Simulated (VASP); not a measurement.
Runs of VASP 6.6.1 on TeF. The structure is that of space group Fd-3m (No. 227), or close to it. The cells are those of the table. The cell was built from a structure type or drawn by symmetry, and may not be a known phase.

```csv
task,cell,k mesh,cutoff (eV),gap on the mesh (eV),pressure (GPa),relaxed volume (Å³/atom)
single point,"a = 4.727 Å, angles 60.0°, 4 atoms",12 × 12 × 12,520,none,(b),-
single point,"a = 4.727 Å, angles 60.0°, 4 atoms",4 × 4 × 4,520,none,(a),-
relaxation of cell and atoms,"relaxed from a = 4.727 Å, angles 60.0°, 4 atoms",12 × 12 × 12,600,none,0.1,18.57
relaxation of cell and atoms,"relaxed from a = 5.198 Å, angles 60.0°, 4 atoms",4 × 4 × 4,600,none,-0.1,18.53
single point,"a = 5.198 Å, angles 60.0°, 4 atoms",4 × 4 × 4,520,none,-11.7,-
```

Alike in all rows: level PBE; potentials or basis VASP PAW PBE potentials, release 64 (Te, F); no spin polarisation; smearing gaussian 0.1 eV.

Estimate the missing entries.

(a) -0.6; (b) -0.3.

Caveats: some runs use coarse meshes; spin-orbit coupling is left out, which moves the levels of the heavy elements; the volume moved by over 15 % at a fixed basis, so the end points are rough (at least some runs).

A k mesh can miss the band edges, and the runs leave out spin-orbit coupling on Te.

A gap of «none» marks levels without a gap at the run's occupations.
